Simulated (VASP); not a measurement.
# TiC (Fm-3m) in VASP: notebook, part 2 of 2

VASP 6.6.1. Earlier steps stand in the parts before.

## (3) Single point, HSE06

This run uses another cell than the first one, of 10.77 Å³/atom.

POSCAR

```
TiC
1.0
    0.0000000000      2.2081947028      2.2081947028
    2.2081947028      0.0000000000      2.2081947028
    2.2081947028      2.2081947028      0.0000000000
Ti C
1 1
Direct
    0.0000000000      0.0000000000      0.0000000000
    0.5000000000      0.5000000000      0.5000000000
```

INCAR.step1

```
SYSTEM = TiC
PREC = Accurate
ENCUT = 520
EDIFF = 1E-5
ISMEAR = -1
SIGMA = 0.05
LREAL = .FALSE.
LASPH = .TRUE.
NELM = 60
ALGO = Normal
ISIF = 2
LWAVE = .TRUE.
LCHARG = .FALSE.
GGA = PE
NBANDS = 15
```

INCAR.step2

```
SYSTEM = TiC
PREC = Accurate
ENCUT = 520
EDIFF = 1E-6
ISMEAR = -1
SIGMA = 0.05
LREAL = .FALSE.
LASPH = .TRUE.
NELM = 60
ALGO = Normal
ISIF = 2
LWAVE = .FALSE.
LCHARG = .FALSE.
GGA = PE
LHFCALC = .TRUE.
HFSCREEN = 0.2079
PRECFOCK = Normal
ISTART = 1
NBANDS = 15
```

KPOINTS

```
regular mesh
0
G
  6 6 6
  0 0 0
```

Potentials or basis: VASP PAW PBE potentials, release 64 (Ti_sv, C).

Launch:

```console
$ cat potpaw_PBE.64/Ti_sv/POTCAR potpaw_PBE.64/C/POTCAR > POTCAR
$ cp INCAR.step1 INCAR
$ mpirun -np 1 vasp_std > vasp.out
$ cp INCAR.step2 INCAR
$ mpirun -np 1 vasp_std > vasp.out
```

OUTCAR:

```text
SYSTEM = TiC
   PREC = Accurate
   ENCUT = 520
   EDIFF = 1E-6
   ISMEAR = -1
   LREAL = .FALSE.
   LASPH = .TRUE.
   NELM = 60
   ISIF = 2
   GGA = PE
   LHFCALC = .TRUE.
   HFSCREEN = 0.2079
   PRECFOCK = Normal
   ISTART = 1

 ion  position               nearest neighbor table
   1  0.000  0.000  0.000-   2 2.21   2 2.21   2 2.21   2 2.21   2 2.21   2 2.21
   2  0.500  0.500  0.500-   1 2.21   1 2.21   1 2.21   1 2.21   1 2.21   1 2.21

  LATTYP: Found a face centered cubic cell.
 ALAT       =     4.4163894056

  Lattice vectors:

 A1 = (   0.0000000000,   2.2081947028,   2.2081947028)
 A2 = (   2.2081947028,   0.0000000000,   2.2081947028)
 A3 = (   2.2081947028,   2.2081947028,   0.0000000000)

Analysis of symmetry for initial positions (statically):
=====================================================================
 Subroutine PRICEL returns:
 Original cell was already a primitive cell.

 Routine SETGRP: Setting up the symmetry group for a
 face centered cubic supercell.

 Subroutine GETGRP returns: Found 48 space group operations
[... 175 lines left out ...]
      4     -27.3440      2.00000
      5      -5.2597      2.00000
      6       9.9675      0.00000
      7       9.9675      0.00000
      8       9.9675      0.00000
      9      10.4881      0.00000
     10      10.4881      0.00000
     11      10.4881      0.00000
     12      10.5711      0.00000
     13      10.5711      0.00000
     14      19.3267      0.00000
[... 257 lines left out ...]
      2     -27.6770      2.00000
      3     -27.5548      2.00000
      4     -27.4955      2.00000
      5      -2.3370      2.00000
      6       4.6673      2.00000
      7       5.5990      2.00000
      8       6.0991      2.00000
      9      10.9445      0.00000
     10      12.7752      0.00000
     11      13.0009      0.00000
     12      13.4992      0.00000
     13      14.5955      0.00000
     14      22.5640      0.00000
     15      23.3787      0.00000

------------------------ aborting loop because EDIFF is reached ----------------------------------------

  FORCE on cell =-STRESS in cart. coord.  units (eV):
  Direction    XX          YY          ZZ          XY          YZ          ZX
  --------------------------------------------------------------------------------------
  -------------------------------------------------------------------------------------
  Total       -2.4150891     -2.4150891     -2.4150891     -0.0000000      0.0000000     -0.0000000
  in kB     -179.6807910   -179.6807910   -179.6807910     -0.0000000      0.0000000     -0.0000000
  external PRESSURE =    -179.6807910 kB  Pullay stress =       0.0000000 kB

 VOLUME and BASIS-vectors are now :
 -----------------------------------------------------------------------------
  energy-cutoff  :      520.00
  volume of cell :       21.53
      direct lattice vectors                 reciprocal lattice vectors
     0.000000000  2.208194703  2.208194703    -0.226429309  0.226429309  0.226429309
     2.208194703  0.000000000  2.208194703     0.226429309 -0.226429309  0.226429309
     2.208194703  2.208194703  0.000000000     0.226429309  0.226429309 -0.226429309

 POSITION                                       TOTAL-FORCE (eV/Angst)
 -----------------------------------------------------------------------------------
      0.00000      0.00000      0.00000         0.000000      0.000000      0.000000
      2.20819      2.20819      2.20819        -0.000000     -0.000000     -0.000000
 -----------------------------------------------------------------------------------
    total drift:                                0.000000      0.000000      0.000000

  FREE ENERGIE OF THE ION-ELECTRON SYSTEM (eV)
  ---------------------------------------------------
  free  energy   TOTEN  =       -21.9330535339 eV

  energy  without entropy=      -21.9286321170  energy(sigma->0) =      -21.93084283
```

OUTCAR.step1:

```text
SYSTEM = TiC
   PREC = Accurate
   ENCUT = 520
   EDIFF = 1E-5
   ISMEAR = -1
   LREAL = .FALSE.
[... 498 lines left out ...]
      0.00000      0.00000      0.00000         0.000000      0.000000     -0.000000
      2.20819      2.20819      2.20819         0.000000     -0.000000      0.000000
 -----------------------------------------------------------------------------------
    total drift:                                0.000000     -0.000000     -0.000000

  FREE ENERGIE OF THE ION-ELECTRON SYSTEM (eV)
  ---------------------------------------------------
  free  energy   TOTEN  =       -18.6518499938 eV

  energy  without entropy=      -18.6467504677  energy(sigma->0) =      -18.64930023
```

OSZICAR.step1:

```text
N       E                     dE             d eps       ncg     rms          rms(c)
DAV:   1     0.120117213678E+03    0.12012E+03   -0.80399E+03   480   0.129E+03
DAV:   2    -0.169960911199E+02   -0.13711E+03   -0.12904E+03   550   0.339E+02
DAV:   3    -0.242523631669E+02   -0.72563E+01   -0.71738E+01   635   0.776E+01
DAV:   4    -0.244170316493E+02   -0.16467E+00   -0.16456E+00   572   0.111E+01
DAV:   5    -0.244230805217E+02   -0.60489E-02   -0.60481E-02   656   0.180E+00    0.173E+01
DAV:   6    -0.194886278378E+02    0.49345E+01   -0.12634E+01   662   0.558E+01    0.763E+00
DAV:   7    -0.187175066331E+02    0.77112E+00   -0.26067E+00   543   0.223E+01    0.455E+00
DAV:   8    -0.186971374236E+02    0.20369E-01   -0.12845E-01   529   0.319E+00    0.372E+00
DAV:   9    -0.186577276247E+02    0.39410E-01   -0.12975E-01   601   0.573E+00    0.967E-01
DAV:  10    -0.186553508225E+02    0.23768E-02   -0.17663E-02   613   0.126E+00    0.657E-01
DAV:  11    -0.186538863936E+02    0.14644E-02   -0.21344E-03   501   0.638E-01    0.485E-01
DAV:  12    -0.186519493222E+02    0.19371E-02   -0.30660E-03   529   0.999E-01    0.994E-02
DAV:  13    -0.186518796090E+02    0.69713E-04   -0.18491E-04   515   0.161E-01    0.618E-02
DAV:  14    -0.186518491273E+02    0.30482E-04   -0.53267E-05   649   0.834E-02    0.980E-03
DAV:  15    -0.186518499938E+02   -0.86654E-06   -0.26068E-06   275   0.150E-02
   1 F= -.18651850E+02 E0= -.18649300E+02  d E =-.509953E-02
```

Wall time 45 min (1 thread of Intel Xeon Platinum 8375C at 2.90GHz (Ice Lake), shared host); peak memory 0.25 GiB.

Results:

```yaml
Free_energy: -21.9331 eV
Pressure: -18.0 GPa
Band_gap_on_the_k_mesh: zero (bands 8 and 9 overlap by 1.79 eV)
```

Caveat: the k points lie up to 0.41 Å⁻¹ apart, too coarse for converged energies and pressures of a metal; the PAW data sets were made with another functional, which shifts forces and pressure a little.

## (4) Single point, PBE-based screened hybrid with 25 % exact exchange

This run uses another cell than the first one, of 10.00 Å³/atom.

POSCAR

```
TiC
1.0
    0.0000000000      2.1541511025      2.1541511025
    2.1541511025      0.0000000000      2.1541511025
    2.1541511025      2.1541511025      0.0000000000
Ti C
1 1
Direct
    0.0000000000      0.0000000000      0.0000000000
    0.5000000000      0.5000000000      0.5000000000
```

INCAR.step1

```
SYSTEM = TiC
PREC = Accurate
ENCUT = 520
EDIFF = 1E-5
ISMEAR = -1
SIGMA = 0.05
LREAL = .False.
LASPH = .True.
NELM = 80
ALGO = Normal
ISIF = 2
LWAVE = .True.
LCHARG = .False.
GGA = PE
NBANDS = 15
```

INCAR.step2

```
SYSTEM = TiC
PREC = Accurate
ENCUT = 520
EDIFF = 1E-6
ISMEAR = -1
SIGMA = 0.05
LREAL = .False.
LASPH = .True.
NELM = 80
ALGO = Normal
ISIF = 2
LWAVE = .False.
LCHARG = .False.
GGA = PE
LHFCALC = .True.
AEXX = 0.25
HFSCREEN = 0.3
PRECFOCK = Normal
ISTART = 1
NBANDS = 15
```

KPOINTS

```
Automatic mesh
0
Gamma
  6 6 6
  0 0 0
```

Launch:

```console
$ cat potpaw_PBE.64/Ti_sv/POTCAR potpaw_PBE.64/C/POTCAR > POTCAR
$ cp INCAR.step1 INCAR
$ mpirun -np 1 vasp_std > vasp.out
$ cp INCAR.step2 INCAR
$ mpirun -np 1 vasp_std > vasp.out
```

It took 24 min on 1 thread of Intel Xeon Platinum 8375C at 2.90GHz (Ice Lake), shared host; peak memory 0.25 GiB.

Results (log left out):

* Free energy: -21.4589 eV
* Pressure: -0.1 GPa
* Band gap on the k mesh: zero (bands 8 and 9 overlap by 1.67 eV)

Levels at points of the mesh, in eV from the Fermi level:
```tsv
k point	band 6	band 7	band 8	band 9	band 10	band 11
(0.00, 0.00, 0.00)	1.35	1.35	1.35	1.99	1.99	1.99
(0.50, 0.00, 0.00)	-6.63	-3.31	-3.31	3.98	3.98	5.29
(0.50, 0.50, 0.00)	-4.02	-1.43	-0.05	-0.05	3.32	4.69
```

Caveat: the k points lie up to 0.42 Å⁻¹ apart, too coarse for converged energies and pressures of a metal; the PAW data sets were made with another functional, which shifts forces and pressure a little.

## (5) Overview

| level | cell | screening parameter | gap on the mesh (eV) | pressure (GPa) |
| --- | --- | --- | --- | --- |
| HSE06 | a = 3.103 Å, angles 60.0°, 2 atoms | 0.2079 1/Å | none | -13.9 |
| HSE06 | a = 3.123 Å, angles 60.0°, 2 atoms | 0.2079 1/Å | none | -18.0 |
| PBE-based screened hybrid with 25 % exact exchange | a = 3.046 Å, angles 60.0°, 2 atoms | 0.3 1/Å | none | -0.1 |

Alike in all rows: task single point; potentials or basis VASP PAW PBE potentials, release 64 (Ti_sv, C); no spin polarisation; k mesh 6 × 6 × 6; cutoff (eV) 520; smearing fermi-dirac 0.05 eV.

Caveats: all runs use coarse meshes; the PAW data sets were made with another functional, which shifts forces and pressure a little.

Total energies depend on the potentials used, so only differences within one code and one set of settings carry meaning.
